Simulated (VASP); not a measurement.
# Si (Fd-3m) in VASP: further runs, part 2 of 2

VASP 6.6.1.

## (3) Single point, r2SCAN

POSCAR

```
Si
1.0
    0.0000000000      2.7221188962      2.7221188962
    2.7221188962      0.0000000000      2.7221188962
    2.7221188962      2.7221188962      0.0000000000
Si
2
Direct
    0.0000000000      0.0000000000      0.0000000000
    0.2500000000      0.2500000000      0.2500000000
```

INCAR.step1

```
PREC     = Accurate       # precision mode
ENCUT    = 520            # plane-wave cutoff, eV
ISMEAR   = 0              # smearing method
SIGMA    = 0.01           # smearing width, eV
LREAL    = False          # projectors in reciprocal space
LASPH    = True           # aspherical terms in the spheres
NELM     = 100            # most SCF steps
NBANDS   = 11             # bands
GGA      = PE             # functional
ALGO     = Normal         # electronic algorithm
EDIFF    = 1E-4           # SCF threshold, eV
LWAVE    = True           # write WAVECAR
LCHARG   = False          # write CHGCAR
```

INCAR.step2

```
PREC     = Accurate       # precision mode
ENCUT    = 520            # plane-wave cutoff, eV
EDIFF    = 1E-7           # SCF threshold, eV
ISMEAR   = 0              # smearing method
SIGMA    = 0.01           # smearing width, eV
LREAL    = False          # projectors in reciprocal space
LASPH    = True           # aspherical terms in the spheres
NELM     = 100            # most SCF steps
ALGO     = Normal         # electronic algorithm
ISIF     = 2              # what is computed and relaxed
LWAVE    = False          # write WAVECAR
LCHARG   = False          # write CHGCAR
METAGGA  = R2SCAN         # meta-GGA
LMIXTAU  = True         
NBANDS   = 11             # bands
ISTART   = 1
```

KPOINTS

```
regular mesh
0
Gamma
  5 5 5
```

Potentials or basis: VASP PAW PBE potentials, release 64 (Si).

Started as:

```bash
cat potpaw_PBE.64/Si/POTCAR > POTCAR
cp INCAR.step1 INCAR
mpirun -np 1 vasp_std > vasp.out
cp INCAR.step2 INCAR
mpirun -np 1 vasp_std > vasp.out
```

Run time: 20 s. Hardware: 1 thread of AMD EPYC 7R13 (Zen 3), shared host; peak memory 0.13 GiB.

It converged, with:

| Item | Value |
| --- | --- |
| Free energy | -17.4910 eV |
| Pressure | 0.0 GPa |
| Band gap on the k mesh | 0.79 eV (least direct gap 2.75 eV) |

Levels at points of the mesh, in eV from the valence-band top:
```csv
k point,band 1,band 2,band 3,band 4,band 5,band 6,band 7,band 8,band 9
"(0.00, 0.00, 0.00)",-12.47,0.00,0.00,0.00,2.75,2.75,2.75,3.90,8.11
```

Caveat: the PAW data sets were made with another functional, which shifts forces and pressure a little; an odd mesh through Γ misses points on the zone boundary, where band edges can lie.

## (4) Single point, r2SCAN

POSCAR is that of step 3.

INCAR.step1

```
SYSTEM = Si
PREC = Accurate
ENCUT = 520
ISMEAR = 1
SIGMA = 0.001
LREAL = .FALSE.
LASPH = .TRUE.
NELM = 80
NBANDS = 11
GGA = PE
ALGO = Normal
EDIFF = 1E-4
LWAVE = .TRUE.
LCHARG = .FALSE.
```

INCAR.step2

```
SYSTEM = Si
PREC = Accurate
ENCUT = 520
EDIFF = 1E-6
ISMEAR = 1
SIGMA = 0.001
LREAL = .FALSE.
LASPH = .TRUE.
NELM = 80
ALGO = Normal
ISIF = 2
LWAVE = .FALSE.
LCHARG = .TRUE.
METAGGA = R2SCAN
LMIXTAU = .TRUE.
LELF = .TRUE.
LVHAR = .TRUE.
NBANDS = 11
ISTART = 1
```

KPOINTS

```
regular mesh
0
G
  6 6 6
  0 0 0
```

Started as:

```bash
cat potpaw_PBE.64/Si/POTCAR > POTCAR
cp INCAR.step1 INCAR
mpirun -np 1 vasp_std > vasp.out
cp INCAR.step2 INCAR
mpirun -np 1 vasp_std > vasp.out
```

Wall time 24 s (1 thread of AMD EPYC 7R13 (Zen 3), shared host); peak memory 0.13 GiB.

It converged, with:

- Free energy: -17.5290 eV
- Pressure: -0.2 GPa
- Band gap on the k mesh: 0.93 eV (least direct gap 2.75 eV)

Levels at points of the mesh, in eV from the valence-band top:
```csv
k point,band 2,band 3,band 4,band 5,band 6,band 7
"(0.00, 0.00, 0.00)",0.00,0.00,0.00,2.75,2.75,2.75
"(0.50, 0.00, 0.00)",-7.23,-1.27,-1.27,1.86,3.59,3.59
"(0.50, 0.50, 0.00)",-8.13,-2.99,-2.99,0.93,0.93,10.81
```

Caveat: the PAW data sets were made with another functional, which shifts forces and pressure a little.

## (5) Single point, r2SCAN

POSCAR is that of step 4.

INCAR.step1

```
PREC = Accurate
ENCUT = 520
ISMEAR = 0
SIGMA = 0.5
LREAL = F
LASPH = T
NELM = 60
NBANDS = 11
GGA = PE
ALGO = Normal
EDIFF = 1E-4
LWAVE = T
LCHARG = F
```

INCAR.step2

```
PREC = Accurate
ENCUT = 520
EDIFF = 1E-7
ISMEAR = 0
SIGMA = 0.5
LREAL = F
LASPH = T
NELM = 60
ALGO = Normal
ISIF = 2
LWAVE = F
LCHARG = F
METAGGA = R2SCAN
LMIXTAU = T
NBANDS = 11
ISTART = 1
```

KPOINTS

```
Automatic mesh
0
Gamma
  6 6 6
```

Started as:

```bash
cat potpaw_PBE.64/Si/POTCAR > POTCAR
cp INCAR.step1 INCAR
mpirun -np 1 vasp_std > vasp.out
cp INCAR.step2 INCAR
mpirun -np 1 vasp_std > vasp.out
```

It took 26 s on 1 thread of AMD EPYC 7R13 (Zen 3), shared host; peak memory 0.13 GiB.

The run converged. Its results:

* Free energy: -17.5309 eV
* Pressure: -0.2 GPa
* Band gap on the k mesh: 0.93 eV (least direct gap 2.75 eV)

Levels at points of the mesh, in eV from the valence-band top:
| k point | band 2 | band 3 | band 4 | band 5 | band 6 | band 7 |
| --- | --- | --- | --- | --- | --- | --- |
| (0.00, 0.00, 0.00) | 0.00 | 0.00 | 0.00 | 2.75 | 2.75 | 2.75 |
| (0.50, 0.00, 0.00) | -7.23 | -1.27 | -1.27 | 1.86 | 3.59 | 3.59 |
| (0.50, 0.50, 0.00) | -8.13 | -2.99 | -2.99 | 0.93 | 0.93 | 10.81 |

Caveat: the PAW data sets were made with another functional, which shifts forces and pressure a little.

## (6) Single point, r2SCAN

POSCAR is that of step 5.

INCAR.step1

```
  PREC = Accurate
  ENCUT = 520
  ISMEAR = -1
  SIGMA = 0.2
  LREAL = False
  LASPH = True
  NELM = 60
  NBANDS = 11
  GGA = PE
  ALGO = Normal
  EDIFF = 1E-4
  LWAVE = True
  LCHARG = False
```

INCAR.step2

```
  PREC = Accurate
  ENCUT = 520
  EDIFF = 1E-6
  ISMEAR = -1
  SIGMA = 0.2
  LREAL = False
  LASPH = True
  NELM = 60
  ALGO = Normal
  ISIF = 2
  LWAVE = False
  LCHARG = True
  METAGGA = R2SCAN
  LMIXTAU = True
  LELF = True
  LVHAR = True
  NBANDS = 11
  ISTART = 1
```

KPOINTS

```
regular mesh
0
Gamma
  6 6 6
```

Potentials or basis: VASP PAW PBE potentials, release 64 (Si).

Started as:

```bash
cat potpaw_PBE.64/Si/POTCAR > POTCAR
cp INCAR.step1 INCAR
mpirun -np 1 vasp_std > vasp.out
cp INCAR.step2 INCAR
mpirun -np 1 vasp_std > vasp.out
```

OUTCAR:

```text
PREC = Accurate
   ENCUT = 520
   EDIFF = 1E-6
   ISMEAR = -1
   LREAL = False
   LASPH = True
   NELM = 60
   ISIF = 2
   METAGGA = R2SCAN
   ISTART = 1

 ion  position               nearest neighbor table
   1  0.000  0.000  0.000-   2 2.36   2 2.36   2 2.36   2 2.36
   2  0.250  0.250  0.250-   1 2.36   1 2.36   1 2.36   1 2.36

  LATTYP: Found a face centered cubic cell.
 ALAT       =     5.4442377924

  Lattice vectors:
[... 400 lines left out ...]
     10      16.9017      0.00000
     11      19.4050      0.00000

------------------------ aborting loop because EDIFF is reached ----------------------------------------

  FORCE on cell =-STRESS in cart. coord.  units (eV):
  Direction    XX          YY          ZZ          XY          YZ          ZX
  --------------------------------------------------------------------------------------
  -------------------------------------------------------------------------------------
  Total       -0.0533422     -0.0533422     -0.0533422      0.0000000      0.0000000      0.0000000
  in kB       -2.1185106     -2.1185106     -2.1185106      0.0000000      0.0000000      0.0000000
  external PRESSURE =      -2.1185106 kB  Pullay stress =       0.0000000 kB

 VOLUME and BASIS-vectors are now :
 -----------------------------------------------------------------------------
  energy-cutoff  :      520.00
  volume of cell :       40.34
      direct lattice vectors                 reciprocal lattice vectors
     0.000000000  2.722118896  2.722118896    -0.183680441  0.183680441  0.183680441
     2.722118896  0.000000000  2.722118896     0.183680441 -0.183680441  0.183680441
     2.722118896  2.722118896  0.000000000     0.183680441  0.183680441 -0.183680441

 POSITION                                       TOTAL-FORCE (eV/Angst)
 -----------------------------------------------------------------------------------
      0.00000      0.00000      0.00000         0.000000      0.000000     -0.000000
      1.36106      1.36106      1.36106        -0.000000     -0.000000      0.000000
 -----------------------------------------------------------------------------------
    total drift:                               -0.000000     -0.000000     -0.000000

  FREE ENERGIE OF THE ION-ELECTRON SYSTEM (eV)
  ---------------------------------------------------
  free  energy   TOTEN  =       -17.5321750239 eV

  energy  without entropy=      -17.5188647860  energy(sigma->0) =      -17.52551990
```

OUTCAR.step1:

```text
PREC = Accurate
   ENCUT = 520
   ISMEAR = -1
   LREAL = False
   LASPH = True
[... 436 lines left out ...]
      0.00000      0.00000      0.00000        -0.000000     -0.000000      0.000000
      1.36106      1.36106      1.36106         0.000000      0.000000     -0.000000
 -----------------------------------------------------------------------------------
    total drift:                               -0.000000     -0.000000     -0.000000

  FREE ENERGIE OF THE ION-ELECTRON SYSTEM (eV)
  ---------------------------------------------------
  free  energy   TOTEN  =       -10.8295336576 eV

  energy  without entropy=      -10.8092040125  energy(sigma->0) =      -10.81936884
```

Run time: 24 s. Hardware: 1 thread of AMD EPYC 7R13 (Zen 3), shared host; peak memory 0.13 GiB.

Results:

| Property | Result |
| --- | --- |
| Free energy | -17.5322 eV |
| Pressure | -0.2 GPa |
| Band gap on the k mesh | 0.93 eV (least direct gap 2.75 eV) |

Caveat: the PAW data sets were made with another functional, which shifts forces and pressure a little.

## (7) The runs side by side

```csv
k mesh,smearing,gap on the mesh (eV),pressure (GPa)
2 × 2 × 2,gaussian 0.01 eV,0.81,7.4
5 × 5 × 5,gaussian 0.01 eV,0.79,0.0
6 × 6 × 6,methfessel-paxton 0.001 eV,0.93,-0.2
6 × 6 × 6,gaussian 0.5 eV,0.93,-0.2
6 × 6 × 6,fermi-dirac 0.2 eV,0.93,-0.2
```

Alike in all rows: task single point; level r2SCAN; potentials or basis VASP PAW PBE potentials, release 64 (Si); no spin polarisation; cell as given; cutoff (eV) 520.

Caveats: some runs use coarse meshes; the PAW data sets were made with another functional, which shifts forces and pressure a little; an odd mesh through Γ misses points on the zone boundary, where band edges can lie (at least some runs).

Total energies depend on the potentials used, so only differences within one code and one set of settings carry meaning.
